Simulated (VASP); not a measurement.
# Pd in VASP: notebook, part 2 of 2

VASP 6.6.1. The steps go on from the part before.

### 3 Single point, LDA (15.01 Å³/atom)

This run uses another cell than the first one, of 15.01 Å³/atom.

INCAR

```
SYSTEM = Pd
  PREC = Accurate
  ENCUT = 520
  EDIFF = 1E-6
  ISMEAR = -1
  SIGMA = 0.05
  LREAL = .FALSE.
  LASPH = .TRUE.
  NELM = 100
  ALGO = Normal
  ISIF = 2
  LWAVE = .FALSE.
  LCHARG = .FALSE.
  NBANDS = 11
```

KPOINTS

```
Automatic mesh
0
G
  18 18 18
  0 0 0
```

POSCAR

```
Pd
1.0
    0.0000000000      1.9577805078      1.9577805078
    1.9577805078      0.0000000000      1.9577805078
    1.9577805078      1.9577805078      0.0000000000
Pd
1
Direct
    0.0000000000      0.0000000000      0.0000000000
```

Potentials or basis: VASP PAW LDA potentials, release 64 (Pd).

Launch:

```console
cat potpaw_LDA.64/Pd/POTCAR > POTCAR
mpirun -np 1 vasp_std > vasp.out
```

It took 31 s on 1 thread of Intel Xeon 8259CL, shared host; peak memory 0.16 GiB.

Results (log left out):

- Free energy: -6.4761 eV
- Pressure: -11.2 GPa
- Band gap on the k mesh: zero (bands 5 and 6 overlap by 1.54 eV)

Levels at points of the mesh, in eV from the Fermi level:
```
           k point  band 3  band 4  band 5  band 6  band 7  band 8
(0.00, 0.00, 0.00)   -2.80   -2.80   -1.20   -1.20   17.12   21.74
(0.50, 0.00, 0.00)   -2.83   -0.02   -0.02    0.98    7.11   16.49
(0.50, 0.50, 0.00)   -0.04    0.28    0.28    3.25   10.53   12.97
```

Caveat: the cell stands under tension.

### 4 Single point, LDA (15.30 Å³/atom)

This run uses another cell than the first one, of 15.30 Å³/atom.

INCAR

```
PREC = Accurate
ENCUT = 520
EDIFF = 1E-6
ISMEAR = -1
SIGMA = 0.05
LREAL = F
LASPH = T
NELM = 80
ALGO = Normal
ISIF = 2
LWAVE = F
LCHARG = T
GGA = CA
LELF = T
LVHAR = T
NBANDS = 11
```

KPOINTS

```
Automatic mesh
0
Gamma
  18 18 18
```

POSCAR

```
Pd
1.0
    0.0000000000      1.9704937245      1.9704937245
    1.9704937245      0.0000000000      1.9704937245
    1.9704937245      1.9704937245      0.0000000000
Pd
1
Direct
    0.0000000000      0.0000000000      0.0000000000
```

Potentials or basis: VASP PAW LDA potentials, release 64 (Pd).

Launch:

```console
cat potpaw_LDA.64/Pd/POTCAR > POTCAR
mpirun -np 1 vasp_std > vasp.out
```

OUTCAR:

```text
PREC = Accurate
   ENCUT = 520
   EDIFF = 1E-6
   ISMEAR = -1
   LREAL = F
   LASPH = T
   NELM = 80
   ISIF = 2
   GGA = CA

 ion  position               nearest neighbor table
   1  0.000  0.000  0.000-

  LATTYP: Found a face centered cubic cell.
 ALAT       =     3.9409874490

  Lattice vectors:

 A1 = (   0.0000000000,   1.9704937245,   1.9704937245)
 A2 = (   1.9704937245,   0.0000000000,   1.9704937245)
 A3 = (   1.9704937245,   1.9704937245,   0.0000000000)

Analysis of symmetry for initial positions (statically):
=====================================================================
 Subroutine PRICEL returns:
 Original cell was already a primitive cell.

 Routine SETGRP: Setting up the symmetry group for a
 face centered cubic supercell.

 Subroutine GETGRP returns: Found 48 space group operations
 (whereof 48 operations were pure point group operations)
 out of a pool of 48 trial point group operations.

The static configuration has the point symmetry O_h .

Analysis of symmetry for dynamics (positions and initial velocities):
=====================================================================
 Subroutine PRICEL returns:
[... 165 lines left out ...]
      2       6.2664      2.00000
      3       6.2664      2.00000
      4       6.2664      2.00000
      5       7.8175      2.00000
      6       7.8175      2.00000
      7      26.0878      0.00000
      8      30.5937      0.00000
      9      30.5937      0.00000
     10      30.5937      0.00000
     11      34.8704      0.00000
[... 309 lines left out ...]
 k-point    24 :      -0.2222    0.0556    0.0000
  band No.  band energies     occupation
      1       3.7007      2.00000
      2       6.0509      2.00000
      3       6.5825      2.00000
      4       6.6145      2.00000
      5       7.7025      2.00000
      6       8.1998      2.00000
      7      23.5301      0.00000
      8      27.0441      0.00000
      9      30.6142      0.00000
     10      33.1014      0.00000
     11      33.4210      0.00000

 [... further k-points ...]

------------------------ aborting loop because EDIFF is reached ----------------------------------------

  FORCE on cell =-STRESS in cart. coord.  units (eV):
  Direction    XX          YY          ZZ          XY          YZ          ZX
  --------------------------------------------------------------------------------------
  -------------------------------------------------------------------------------------
  Total       -1.3554162     -1.3554162     -1.3554162      0.0000000      0.0000000      0.0000000
  in kB     -141.9149275   -141.9149275   -141.9149275      0.0000000      0.0000000      0.0000000
  external PRESSURE =    -141.9149275 kB  Pullay stress =       0.0000000 kB

 VOLUME and BASIS-vectors are now :
 -----------------------------------------------------------------------------
  energy-cutoff  :      520.00
  volume of cell :       15.30
      direct lattice vectors                 reciprocal lattice vectors
     0.000000000  1.970493725  1.970493725    -0.253743513  0.253743513  0.253743513
     1.970493725  0.000000000  1.970493725     0.253743513 -0.253743513  0.253743513
     1.970493725  1.970493725  0.000000000     0.253743513  0.253743513 -0.253743513

 POSITION                                       TOTAL-FORCE (eV/Angst)
 -----------------------------------------------------------------------------------
      0.00000      0.00000      0.00000         0.000000      0.000000      0.000000
 -----------------------------------------------------------------------------------
    total drift:                               -0.000000      0.000000      0.000000

  FREE ENERGIE OF THE ION-ELECTRON SYSTEM (eV)
  ---------------------------------------------------
  free  energy   TOTEN  =        -6.4528338586 eV

  energy  without entropy=       -6.4337330015  energy(sigma->0) =       -6.44328343
```

OSZICAR:

```text
N       E                     dE             d eps       ncg     rms          rms(c)
DAV:   1     0.408683822912E+02    0.40868E+02   -0.50827E+03  4322   0.845E+02
DAV:   2    -0.623186674916E+01   -0.47100E+02   -0.45235E+02  4805   0.182E+02
DAV:   3    -0.678302637643E+01   -0.55116E+00   -0.54897E+00  5148   0.210E+01
DAV:   4    -0.678550130297E+01   -0.24749E-02   -0.24746E-02  5169   0.147E+00
DAV:   5    -0.678552883760E+01   -0.27535E-04   -0.27535E-04  5686   0.141E-01    0.734E+00
DAV:   6    -0.646642218075E+01    0.31911E+00   -0.14661E+00  5274   0.958E+00    0.341E+00
DAV:   7    -0.645733139344E+01    0.90908E-02   -0.17660E-02  5404   0.850E-01    0.187E+00
DAV:   8    -0.645283827781E+01    0.44931E-02   -0.12144E-03  5329   0.321E-01    0.577E-02
DAV:   9    -0.645283172354E+01    0.65543E-05   -0.96305E-05  6135   0.796E-02    0.142E-02
DAV:  10    -0.645283393254E+01   -0.22090E-05   -0.31335E-06  5336   0.180E-02    0.630E-03
DAV:  11    -0.645283385865E+01    0.73893E-07   -0.45586E-08  3480   0.174E-03
   1 F= -.64528339E+01 E0= -.64432834E+01  d E =-.191009E-01
```

stdout:

```text
POSCAR found type information on POSCAR Pd
 POSCAR found :  1 types and       1 ions
 scaLAPACK will be used
 LDA part: xc-table for (Slater(with rela. corr.)+CA(PZ))
 , standard interpolation
 POSCAR, INCAR and KPOINTS ok, starting setup
 FFT: planning ... GRIDC
 FFT: planning ... GRID_SOFT
 FFT: planning ... GRID
 WAVECAR not read
 entering main loop
```

Run time: 32 s. Hardware: 1 thread of Intel Xeon 8259CL, shared host; peak memory 0.16 GiB.

Results:

```yaml
Free_energy: -6.4528 eV
Pressure: -14.2 GPa
Band_gap_on_the_k_mesh: zero (bands 5 and 6 overlap by 1.49 eV)
```

Caveat: the cell stands under tension.

### 5 Single point, LDA (equal xx and yy strain of -3 %)

INCAR

```
ALGO     = Normal         # electronic algorithm
EDIFF    = 1E-6           # SCF threshold, eV
ENCUT    = 520            # plane-wave cutoff, eV
GGA      = CA             # functional
ISIF     = 2              # what is computed and relaxed
ISMEAR   = -1             # smearing method
LASPH    = True           # aspherical terms in the spheres
LCHARG   = True           # write CHGCAR
LELF     = True           # ELF
LREAL    = False          # projectors in reciprocal space
LVHAR    = True         
LWAVE    = False          # write WAVECAR
NBANDS   = 11             # bands
NELM     = 80             # most SCF steps
PREC     = Accurate       # precision mode
SIGMA    = 0.05           # smearing width, eV
```

KPOINTS

```
k-points
0
Gamma
  18 18 18
```

POSCAR

```
Pd
1.0
    0.0000000000      1.8865530000      1.9449000000
    1.8865530000      0.0000000000      1.9449000000
    1.8865530000      1.8865530000      0.0000000000
Pd
1
Direct
    0.0000000000      0.0000000000      0.0000000000
```

Launch:

```console
cat potpaw_LDA.64/Pd/POTCAR > POTCAR
mpirun -np 1 vasp_std > vasp.out
```

Wall time 45 s (1 thread of Intel Xeon 8259CL, shared host); peak memory 0.18 GiB.

Results (log left out):

```yaml
Free_energy: -6.4992 eV
Pressure: 5.6 GPa
Band_gap_on_the_k_mesh: zero (bands 5 and 6 overlap by 1.89 eV)
```

Stress tensor (GPa, compression positive):
```
6.45 0.00 0.00
0.00 6.45 0.00
0.00 0.00 3.88
```

Levels at points of the mesh, in eV from the Fermi level:
```tsv
k point	band 2	band 3	band 4	band 5	band 6	band 7	band 8	band 9
(0.00, 0.00, 0.00)	-3.40	-3.07	-3.07	-1.54	-1.19	17.14	21.68	22.48
(0.50, 0.00, 0.00)	-3.38	-3.08	-0.09	0.05	0.79	7.78	16.48	21.25
(0.50, 0.50, 0.00)	-5.71	-0.02	0.32	0.32	2.83	10.83	13.79	13.79
(0.50, 0.00, 0.50)	-5.69	-0.05	0.22	0.45	3.45	11.68	13.11	13.32
```

Caveat: the cell differs from its parent crystal (equal xx and yy strain of -3 %); the cell stands under pressure.

### 6 The runs side by side

```tsv
cell	gap on the mesh (eV)	pressure (GPa)
a = 2.732 Å, angles 60.0°, 1 atom	none	-3.8
a = 2.769 Å, angles 60.0°, 1 atom	none	-11.2
a = 2.787 Å, angles 60.0°, 1 atom	none	-14.2
a = 2.710, b = 2.710, c = 2.668 Å, angles 60.5, 60.5, 59.0°, 1 atom	none	5.6
```

Alike in all rows: task single point; level LDA; potentials or basis VASP PAW LDA potentials, release 64 (Pd); no spin polarisation; k mesh 18 × 18 × 18; cutoff (eV) 520; smearing fermi-dirac 0.05 eV.

Caveats: the cell stands under tension (at least some runs); the cell stands under pressure (at least some runs).

Total energies depend on the potentials used, so only differences within one code and one set of settings carry meaning.
